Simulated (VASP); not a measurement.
# Sr2Si4Bi: single point with PBE

The system is Sr2Si4Bi.

```
Sr Si Bi
1.0
     6.02753    0.00000    0.00000
     0.00000    6.02753    0.00000
     0.00000    0.00000    4.48573
Sr Si Bi
2 4 1
Cartesian
  0.0000 0.0000 0.0000
  3.0138 3.0138 0.0000
  0.0000 3.0138 1.1429
  3.0138 0.0000 1.1429
  0.0000 3.0138 3.3429
  3.0138 0.0000 3.3429
  0.0000 0.0000 2.2429
```

```
Program             : VASP 6.6.1
Task                : single point
Functional          : PBE
Potentials or basis : VASP PAW PBE potentials, release 64 (Sr_sv, Si, Bi_d)
Cutoff              : 520 eV
k mesh              : 4 × 4 × 4
Occupations         : gaussian, width 0.1 eV
Spin                : no spin polarisation
```

| Quantity | Value |
| --- | --- |
| Pressure | 25.0 GPa |
| Largest force | 1.129 eV/Å |
| Band gap on the k mesh | zero (an odd number of electrons rules out a gap without spin polarisation) |

Forces in eV/Å, atoms in the order of the input:
```
Sr   0.000  0.000  0.000
Sr   0.000  0.000  0.000
Si   0.000  0.000 -1.129
Si   0.000  0.000 -1.129
Si   0.000  0.000  1.129
Si   0.000  0.000  1.129
Bi   0.000  0.000  0.000
```

Stress tensor (GPa, compression positive):
```
 2.74  0.00  0.00
 0.00  2.74  0.00
 0.00  0.00 69.55
```

Levels at points of the mesh, in eV from the Fermi level:
```tsv
k point	band 22	band 23	band 24	band 25	band 26	band 27	band 28	band 29
(0.00, 0.00, 0.00)	-1.85	-1.77	-1.77	0.40	0.60	0.60	0.98	2.29
(0.50, 0.00, 0.00)	-2.55	-2.55	-2.54	0.13	1.00	1.65	1.75	2.01
(0.50, 0.50, 0.00)	-2.71	-2.25	-1.93	-0.21	-0.21	0.98	1.47	2.38
(0.00, 0.00, 0.50)	-1.21	-1.21	-1.04	-1.04	0.33	0.33	1.13	2.77
(0.50, 0.00, 0.50)	-1.63	-1.61	-0.94	-0.90	-0.87	-0.60	-0.13	2.78
(0.50, 0.50, 0.50)	-1.81	-1.81	-1.00	-0.95	-0.78	-0.21	0.24	0.43
```

It took 7.2 min on 1 thread of Oxide Virtual Turin-like Processor, on a shared host, peak memory 0.3 GiB.

Caveat: the stress differs along the axes, from 3 to 70 GPa; spin-orbit coupling is left out, which moves the levels of the heavy elements; an odd number of electrons without spin polarisation forces a metal; a magnetic or distorted state may lie lower.
